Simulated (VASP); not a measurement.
# LiF (R-3m) in VASP: notebook, part 2 of 2

VASP 6.6.1.

### 4 Dielectric tensor, r2SCAN (epitaxial 111 strain +4.0%)

The input, INCAR:

```
ALGO = Normal
EDIFF = 1E-8
ENCUT = 520
ISIF = 2
ISMEAR = 0
LASPH = T
LCALCEPS = T
LCHARG = F
LMIXTAU = T
LREAL = F
LWAVE = F
METAGGA = R2SCAN
NELM = 80
PREC = Accurate
SIGMA = 0.01
```

The input, KPOINTS:

```
k-points
0
Gamma
  10 10 10
```

The input, POSCAR:

```
LiF
1.0
   -0.0741529270      2.0005136800      2.0005136800
    2.0005136800     -0.0741529270      2.0005136800
    2.0005136800      2.0005136800     -0.0741529270
Li F
1 1
Direct
    0.0000000000      0.0000000000      0.0000000000
    0.5000000000      0.5000000000      0.5000000000
```

Potentials or basis: VASP PAW PBE potentials, release 64 (Li_sv, F).

Command:

```sh
> cat potpaw_PBE.64/Li_sv/POTCAR potpaw_PBE.64/F/POTCAR > POTCAR
> mpirun -np 1 vasp_std > vasp.out
```

OUTCAR:

```text
EDIFF = 1E-8
   ENCUT = 520
   ISIF = 2
   ISMEAR = 0
   LASPH = T
   LREAL = F
   METAGGA = R2SCAN
   NELM = 80
   PREC = Accurate

 ion  position               nearest neighbor table
   1  0.000  0.000  0.000-   2 2.04   2 2.04   2 2.04   2 2.04   2 2.04   2 2.04
   2  0.500  0.500  0.500-   1 2.04   1 2.04   1 2.04   1 2.04   1 2.04   1 2.04

  LATTYP: Found a trigonal (rhomboedric) cell.
 ALAT       =     2.8301251959
 COS(alpha) =     0.4626152497

  Lattice vectors:

 A1 = (  -0.0741529270,   2.0005136800,   2.0005136800)
[... 512 lines left out ...]
    1    -1.04697     0.01084     0.01084
    2     0.01084    -1.04697     0.01084
    3     0.01084     0.01084    -1.04697

  FORCE on cell =-STRESS in cart. coord.  units (eV):
  Direction    XX          YY          ZZ          XY          YZ          ZX
  --------------------------------------------------------------------------------------
  -------------------------------------------------------------------------------------
  Total       -0.5473802     -0.5473802     -0.5473802      0.2222202      0.2222202      0.2222202
  in kB      -51.8866919    -51.8866919    -51.8866919     21.0644707     21.0644707     21.0644707
  external PRESSURE =     -51.8866919 kB  Pullay stress =       0.0000000 kB

 VOLUME and BASIS-vectors are now :
 -----------------------------------------------------------------------------
  energy-cutoff  :      520.00
  volume of cell :       16.90
      direct lattice vectors                 reciprocal lattice vectors
    -0.074152927  2.000513680  2.000513680    -0.236451618  0.245553537  0.245553537
     2.000513680 -0.074152927  2.000513680     0.245553537 -0.236451618  0.245553537
     2.000513680  2.000513680 -0.074152927     0.245553537  0.245553537 -0.236451618

 POSITION                                       TOTAL-FORCE (eV/Angst)
 -----------------------------------------------------------------------------------
      0.00000      0.00000      0.00000        -0.000000     -0.000000      0.000000
      1.96344      1.96344      1.96344         0.000000      0.000000     -0.000000
 -----------------------------------------------------------------------------------
    total drift:                               -0.000000     -0.000000      0.000000

  FREE ENERGIE OF THE ION-ELECTRON SYSTEM (eV)
  ---------------------------------------------------
  free  energy   TOTEN  =       -11.8735216527 eV

  energy  without entropy=      -11.8735216527  energy(sigma->0) =      -11.87352165
```

OSZICAR:

```text
N       E                     dE             d eps       ncg     rms          rms(c)
DAV:   1     0.266128580211E+02    0.26613E+02   -0.57136E+03  2193   0.114E+03
DAV:   2    -0.140087028126E+02   -0.40622E+02   -0.39539E+02  2340   0.214E+02
DAV:   3    -0.149440592176E+02   -0.93536E+00   -0.93332E+00  2794   0.311E+01
[... 12 lines left out ...]
DMP:   6    -0.118735215563E+02   -0.20079E-06   -0.98791E-07  2538   0.154E-06   0.178E-06
DMP:   7    -0.118735215939E+02   -0.37595E-07   -0.34783E-07  2538   0.118E-06  -0.597E-07
DMP:   8    -0.118735216126E+02   -0.18705E-07   -0.38810E-07  2538   0.940E-07   0.589E-08
DMP:   9    -0.118735216383E+02   -0.25681E-07   -0.19986E-07  2538   0.341E-07   0.306E-07
DMP:  10    -0.118735216491E+02   -0.10865E-07   -0.66988E-08  2538   0.149E-07   0.357E-08
DMP:  11    -0.118735216527E+02   -0.35341E-08   -0.46746E-08  2538   0.115E-07   0.288E-09
   1 F= -.11873522E+02 E0= -.11873522E+02  d E =-.325019E-87
```

stdout:

```text
POSCAR found type information on POSCAR LiF
 POSCAR found :  2 types and       2 ions
 scaLAPACK will be used
 -----------------------------------------------------------------------------
|                                                                             |
[... 86 lines left out ...]
dp_tot=( -0.619E-05 -0.617E-05  0.864E-03 )  diag[e(oo)]=(    ---      ---    1.92486 )
 p_tot=( -0.137E+02 -0.137E+02 -0.137E+02 )
dp_tot=( -0.650E-05 -0.648E-05  0.895E-03 )  diag[e(oo)]=(    ---      ---    1.95794 )
 p_tot=( -0.137E+02 -0.137E+02 -0.137E+02 )
dp_tot=( -0.657E-05 -0.656E-05  0.912E-03 )  diag[e(oo)]=(    ---      ---    1.97642 )
 final diagonalization full
 p_tot=( -0.137E+02 -0.137E+02 -0.137E+02 )
dp_tot=( -0.652E-05 -0.650E-05  0.914E-03 )  diag[e(oo)]=(    ---      ---    1.97827 )
```

It took 10 min on 1 thread of Intel Xeon 6975P-C (Granite Rapids), shared host; peak memory 0.34 GiB.

What came out:

| Item | Value |
| --- | --- |
| Band gap on the k mesh | 9.75 eV |
| Electronic dielectric tensor (diagonal) | 1.98 |
| Born charges (mean of the diagonal) | Li +1.05; F -1.05 e |

Electronic dielectric tensor:
```
 1.98 -0.01 -0.01
-0.01  1.98 -0.01
-0.01 -0.01  1.98
```

Born effective charge tensors (e):
atom 1, Li
```
 1.05 -0.01 -0.01
-0.01  1.05 -0.01
-0.01 -0.01  1.05
```
atom 2, F
```
-1.05  0.01  0.01
 0.01 -1.05  0.01
 0.01  0.01 -1.05
```

Dipole moments of the cell (e·Å, modulo the quantum): ionic -13.744, -13.744, -13.744; electronic 0.000, 0.000, 0.001

Caveat: the cell differs from its parent crystal (epitaxial 111 strain +4.0%); the cutoff is under 1.25 times the usual one of these potentials, so pressure, stress and relaxed cells hold a basis-set (Pulay) error; the PAW data sets were made with another functional, which shifts forces and pressure a little.

### 5 Overview

| cell | gap on the mesh (eV) |
| --- | --- |
| a = 2.826 Å, angles 61.2°, 2 atoms | 10.13 |
| a = 2.828 Å, angles 61.8°, 2 atoms | 9.94 |
| a = 2.830 Å, angles 62.4°, 2 atoms | 9.75 |

Alike in all rows: task dielectric tensor; level r2SCAN; potentials or basis VASP PAW PBE potentials, release 64 (Li_sv, F); no spin polarisation; k mesh 10 × 10 × 10; cutoff (eV) 520; smearing gaussian 0.01 eV.

Caveats: the cutoff is under 1.25 times the usual one of these potentials, so pressure, stress and relaxed cells hold a basis-set (Pulay) error; the PAW data sets were made with another functional, which shifts forces and pressure a little.

Total energies depend on the potentials used, so only differences within one code and one set of settings carry meaning.
